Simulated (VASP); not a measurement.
# MgO (base) (Fm-3m) in VASP: density of states with PBE

Aim: the density of states of MgO (base) with PBE.

Everything below comes from runs of VASP 6.6.1. Logs are shortened: lines on timing, memory, paths and dates and some standing lists are left out, and cuts for length are marked.

## 1. The cell of the first run

The structure is cubic, space group Fm-3m (No. 225). Conventional cell: a = 4.085 Å, b = 4.085 Å, c = 4.085 Å, α = 90.00°, β = 90.00°, γ = 90.00°. Within 2.7 Å of Mg (site symmetry m-3m) lie 6 O at 2.04 Å. O (site symmetry m-3m) has 6 Mg at 2.04 Å within 2.7 Å.

## 2. Density of states, PBE

Contents of POSCAR:

```
MgO
1.0
    0.0000000000      2.0426494038      2.0426494038
    2.0426494038      0.0000000000      2.0426494038
    2.0426494038      2.0426494038      0.0000000000
Mg O
1 1
Direct
    0.0000000000      0.0000000000      0.0000000000
    0.5000000000      0.5000000000      0.5000000000
```

Contents of INCAR.step1:

```
SYSTEM = MgO
PREC = Accurate
ENCUT = 520
EDIFF = 1E-6
ISMEAR = 0
SIGMA = 0.02
LREAL = .FALSE.
LASPH = .TRUE.
NELM = 120
ALGO = Normal
ISIF = 2
LWAVE = .FALSE.
LCHARG = .TRUE.
GGA = PE
NBANDS = 11
GGA_COMPAT = .FALSE.
NEDOS = 2001
LORBIT = 11
```

Contents of KPOINTS.step1:

```
Automatic mesh
0
G
  10 10 10
  0 0 0
```

Contents of INCAR.step2:

```
SYSTEM = MgO
PREC = Accurate
ENCUT = 520
EDIFF = 1E-6
ISMEAR = -5
SIGMA = 0.02
LREAL = .FALSE.
LASPH = .TRUE.
NELM = 120
ALGO = Normal
ISIF = 2
LWAVE = .FALSE.
LCHARG = .FALSE.
GGA = PE
LORBIT = 11
NBANDS = 11
NEDOS = 1001
ICHARG = 11
GGA_COMPAT = .FALSE.
```

Contents of KPOINTS.step2:

```
Automatic mesh
0
G
  15 15 15
  0 0 0
```

Potentials or basis: VASP PAW PBE potentials, release 64 (Mg, O).

Run with:

```sh
> cat potpaw_PBE.64/Mg/POTCAR potpaw_PBE.64/O/POTCAR > POTCAR
> cp INCAR.step1 INCAR
> cp KPOINTS.step1 KPOINTS
> mpirun -np 1 vasp_std > vasp.out
> cp INCAR.step2 INCAR
> cp KPOINTS.step2 KPOINTS
> mpirun -np 1 vasp_std > vasp.out
```

OUTCAR:

```text
SYSTEM = MgO
   PREC = Accurate
   ENCUT = 520
   EDIFF = 1E-6
   ISMEAR = -5
   LREAL = .FALSE.
   LASPH = .TRUE.
   NELM = 120
   ISIF = 2
   GGA = PE
   LORBIT = 11
   ICHARG = 11

 ion  position               nearest neighbor table
   1  0.000  0.000  0.000-   2 2.04   2 2.04   2 2.04   2 2.04   2 2.04   2 2.04
   2  0.500  0.500  0.500-   1 2.04   1 2.04   1 2.04   1 2.04   1 2.04   1 2.04

  LATTYP: Found a face centered cubic cell.
 ALAT       =     4.0852988076

  Lattice vectors:

 A1 = (   0.0000000000,   2.0426494038,   2.0426494038)
 A2 = (   2.0426494038,   0.0000000000,   2.0426494038)
 A3 = (   2.0426494038,   2.0426494038,   0.0000000000)

Analysis of symmetry for initial positions (statically):
=====================================================================
 Subroutine PRICEL returns:
 Original cell was already a primitive cell.

 Routine SETGRP: Setting up the symmetry group for a
 face centered cubic supercell.

 Subroutine GETGRP returns: Found 48 space group operations
 (whereof 48 operations were pure point group operations)
 out of a pool of 48 trial point group operations.

The static configuration has the point symmetry O_h .

Analysis of symmetry for dynamics (positions and initial velocities):
=====================================================================
 Subroutine PRICEL returns:
 Original cell was already a primitive cell.

 Routine SETGRP: Setting up the symmetry group for a
 face centered cubic supercell.

 Subroutine GETGRP returns: Found 48 space group operations
 (whereof 48 operations were pure point group operations)
 out of a pool of 48 trial point group operations.

The dynamic configuration has the point symmetry O_h .

 Subroutine INISYM returns: Found 48 space group operations
 (whereof 48 operations are pure point group operations),
 and found     1 'primitive' translations

----------------------------------------------------------------------------------------

                                     Primitive cell

  volume of cell :      17.0456

  direct lattice vectors                    reciprocal lattice vectors
     0.000000000  2.042649404  2.042649404    -0.244780137  0.244780137  0.244780137
     2.042649404  0.000000000  2.042649404     0.244780137 -0.244780137  0.244780137
     2.042649404  2.042649404  0.000000000     0.244780137  0.244780137 -0.244780137

  length of vectors
     2.888742490  2.888742490  2.888742490     0.423971633  0.423971633  0.423971633

  position of ions in fractional coordinates (direct lattice)
     0.000000000  0.000000000  0.000000000
     0.500000000  0.500000000  0.500000000

  ion indices of the primitive-cell ions
   primitive index   ion index
                 1           1
                 2           2

----------------------------------------------------------------------------------------

 KPOINTS: Automatic mesh

Automatic generation of k-mesh.
 Grid dimensions read from file:
 generate k-points for:   15   15   15

 Generating k-lattice:

  Cartesian coordinates                     Fractional coordinates (reciprocal lattice)
    -0.016318676  0.016318676  0.016318676     0.066666667  0.000000000  0.000000000
     0.016318676 -0.016318676  0.016318676     0.000000000  0.066666667  0.000000000
     0.016318676  0.016318676 -0.016318676     0.000000000  0.000000000  0.066666667

  Length of vectors
     0.028264776  0.028264776  0.028264776

  Shift w.r.t. Gamma in fractional coordinates (k-lattice)
     0.000000000  0.000000000  0.000000000

 TETIRR: Found    484 inequivalent tetrahedra from    20250

 Subroutine IBZKPT returns following result:
 ===========================================

 Found    120 irreducible k-points:

 Following reciprocal coordinates:
            Coordinates               Weight
  0.000000  0.000000  0.000000      1.000000
  0.066667  0.000000  0.000000      8.000000
  0.133333  0.000000  0.000000      8.000000
  0.200000  0.000000  0.000000      8.000000
  0.266667  0.000000  0.000000      8.000000
  0.333333  0.000000  0.000000      8.000000
[... 16 lines left out ...]
  0.133333  0.133333  0.000000      6.000000
  0.200000  0.133333  0.000000     24.000000
 [... further k-points ...]
   k-points           NKPTS =    120   k-points in BZ     NKDIM =    120   number of bands    NBANDS=     11
   number of dos      NEDOS =   1001   number of ions     NIONS =      2
   total plane-waves  NPLWV =  13824
   dimension x,y,z NGX =    24 NGY =   24 NGZ =   24
   dimension x,y,z NGXF=    48 NGYF=   48 NGZF=   48
   ions per type =               1   1
   NGX,Y,Z   is equivalent  to a cutoff of  13.81, 13.81, 13.81 a.u.
   NGXF,Y,Z  is equivalent  to a cutoff of  27.62, 27.62, 27.62 a.u.
 SYSTEM =  MgO
   PREC   = accura    normal or accurate (medium, high low for compatibility)
   ISTART =      0    job   : 0-new  1-cont  2-samecut
   ICHARG =     11    charge: 1-file 2-atom 10-const
   ISPIN  =      1    spin polarized calculation?
   LNONCOLLINEAR =      F non collinear calculations
   LSORBIT =      F    spin-orbit coupling
   LASPH  =      T    aspherical Exc in radial PAW
   ENCUT  =  520.0 eV  38.22 Ry    6.18 a.u.   5.37  5.37  5.37*2*pi/ulx,y,z
   NELM   =    120;   NELMIN=  2; NELMDL=  0     # of ELM steps
   EDIFF  = 0.1E-05   stopping-criterion for ELM
   LREAL  =      F    real-space projection
   EDIFFG = 0.1E-04   stopping-criterion for IOM
   NSW    =      0    number of steps for IOM
   IBRION =     -1    ionic relax: 0-MD 1-quasi-New 2-CG
   NFREE  =      0    steps in history (QN), initial steepest desc. (CG)
   ISIF   =      2    stress and relaxation
   ISYM   =      2    0-nonsym 1-usesym 2-fastsym
   POTIM  = 0.5000    time-step for ionic-motion
   TEBEG  =    0.0;   TEEND  =   0.0 temperature during run
   PSTRESS=    0.0 pullay stress
   NELECT =       8.0000    total number of electrons
   NUPDOWN=      -1.0000    fix difference up-down
   EMIN   =  10.00;   EMAX   =-10.00  energy-range for DOS
   EFERMI =   0.00;   METHOD = LEGACY
   ISMEAR =    -5;   SIGMA  =   0.02  broadening in eV -4-tet -1-fermi 0-gaus
   EFERMI_NEDOS =   21; number of points for ismear=-14 and -15
   IALGO  =     38    algorithm
   IMIX   =      4    mixing-type and parameters
     AMIX     =   0.40;   BMIX     =  1.00
     AMIX_MAG =   1.60;   BMIX_MAG =  1.00
  volume/ion in A,a.u.               =       8.52        57.51
  Fermi-wavevector in a.u.,A,eV,Ry     =   1.272236  2.404177 22.022176  1.618584
  Thomas-Fermi vector in A             =   2.405125
   LORBIT       =     11    0 simple, 1 ext, 2 COOP (PROOUT), +10 PAW based schemes
   GGA     = PE    functional components
   LHFCALC =     F    Hartree Fock is set to
   AEXX    =    0.0000 exact exchange contribution
   IVDW    =     0    specifies the selected vdW correction
   LEPSILON=     F    determine dielectric tensor
   LRPA    =     F    only Hartree local field effects (RPA)
 non-spin polarized calculation
 Fermi weights with tetrahedron method with Bloechl corrections
  energy-cutoff  :      520.00
  volume of cell :       17.05
 maximum number of plane-waves:       477
 NGX is ok and might be reduce to    24

 number of electron       7.9999997 magnetization

 Free energy of the ion-electron system (eV)
  ---------------------------------------------------
  ext. energy  EPLUGINS =         0.00000000
  ---------------------------------------------------
  free energy    TOTEN  =       -11.77507949 eV

  energy without entropy =      -11.77507949  energy(sigma->0) =      -11.77507949

 E-fermi :   3.9142     XC(G=0): -11.5214

 val. band max:        3.9109667811   @ k =   0.0000   0.0000   0.0000
 cond. band min:       9.5830359481   @ k =   0.0000   0.0000   0.0000
 fundamental gap:      5.6720691670
 Fermi energy:         3.9141922862

 k-point     1 :       0.0000    0.0000    0.0000
  band No.  band energies     occupation
      1     -13.8493      2.00000
      2       3.9110      2.00000
      3       3.9110      2.00000
      4       3.9110      2.00000
      5       9.5830      0.00000
      6      20.2267      0.00000
      7      20.2267      0.00000
      8      20.2267      0.00000
      9      24.3927      0.00000
     10      26.2776      0.00000
     11      26.2776      0.00000

 k-point     2 :       0.0667    0.0000    0.0000
  band No.  band energies     occupation
      1     -13.7940      2.00000
      2       3.5927      2.00000
      3       3.8748      2.00000
      4       3.8748      2.00000
      5       9.8790      0.00000
      6      19.5341      0.00000
      7      20.3532      0.00000
      8      20.3532      0.00000
      9      25.3532      0.00000
     10      25.9630      0.00000
     11      25.9630      0.00000

 k-point     3 :       0.1333    0.0000    0.0000
  band No.  band energies     occupation
      1     -13.6335      2.00000
      2       2.8076      2.00000
      3       3.7744      2.00000
      4       3.7744      2.00000
      5      10.5834      0.00000
      6      18.3797      0.00000
      7      20.6923      0.00000
      8      20.6923      0.00000
      9      25.3910      0.00000
     10      25.3910      0.00000
     11      27.0372      0.00000
[... 267 lines left out ...]
 k-point    23 :       0.1333    0.1333    0.0000
  band No.  band energies     occupation
      1     -13.5655      2.00000
      2       2.7212      2.00000
      3       3.6195      2.00000
      4       3.6195      2.00000
      5      10.9225      0.00000
      6      17.7065      0.00000
      7      20.9704      0.00000
      8      20.9704      0.00000
      9      23.6086      0.00000
     10      26.8581      0.00000
     11      28.1891      0.00000

 k-point    24 :       0.2000    0.1333    0.0000
  band No.  band energies     occupation
      1     -13.3857      2.00000
      2       2.0958      2.00000
      3       3.4733      2.00000
      4       3.4771      2.00000
      5      11.5787      0.00000
      6      16.9376      0.00000
      7      21.2640      0.00000
      8      21.3496      0.00000
      9      22.8632      0.00000
     10      26.9423      0.00000
     11      29.4797      0.00000

 [... further k-points ...]
[... 5 lines left out ...]
  --------------------------------------------------------------------------------------
  -------------------------------------------------------------------------------------
  Total        2.3986253      2.3986253      2.3986253     -0.0000000      0.0000000     -0.0000000
  in kB      225.4558423    225.4558423    225.4558423     -0.0000000      0.0000000     -0.0000000
  external PRESSURE =     225.4558423 kB  Pullay stress =       0.0000000 kB

 VOLUME and BASIS-vectors are now :
 -----------------------------------------------------------------------------
  energy-cutoff  :      520.00
  volume of cell :       17.05
      direct lattice vectors                 reciprocal lattice vectors
     0.000000000  2.042649404  2.042649404    -0.244780137  0.244780137  0.244780137
     2.042649404  0.000000000  2.042649404     0.244780137 -0.244780137  0.244780137
     2.042649404  2.042649404  0.000000000     0.244780137  0.244780137 -0.244780137

 POSITION                                       TOTAL-FORCE (eV/Angst)
 -----------------------------------------------------------------------------------
      0.00000      0.00000      0.00000        -0.000000     -0.000000      0.000000
      2.04265      2.04265      2.04265         0.000000      0.000000      0.000000
 -----------------------------------------------------------------------------------
    total drift:                               -0.000000     -0.000000      0.000000

  FREE ENERGIE OF THE ION-ELECTRON SYSTEM (eV)
  ---------------------------------------------------
  free  energy   TOTEN  =       -11.7750794894 eV

  energy  without entropy=      -11.7750794894  energy(sigma->0) =      -11.77507949

 total charge

# of ion       s       p       d       tot
------------------------------------------
    1        0.162   0.211   0.100   0.473
    2        1.544   3.617   0.000   5.161
--------------------------------------------------
tot          1.707   3.827   0.100   5.634
```

It took 30 s on 1 thread of Intel Xeon 8259CL, shared host; peak memory 0.15 GiB.

Results:

| Quantity | Value |
| --- | --- |
| Valence electrons inside the program's atomic spheres | Mg 0.47; O 5.16 |
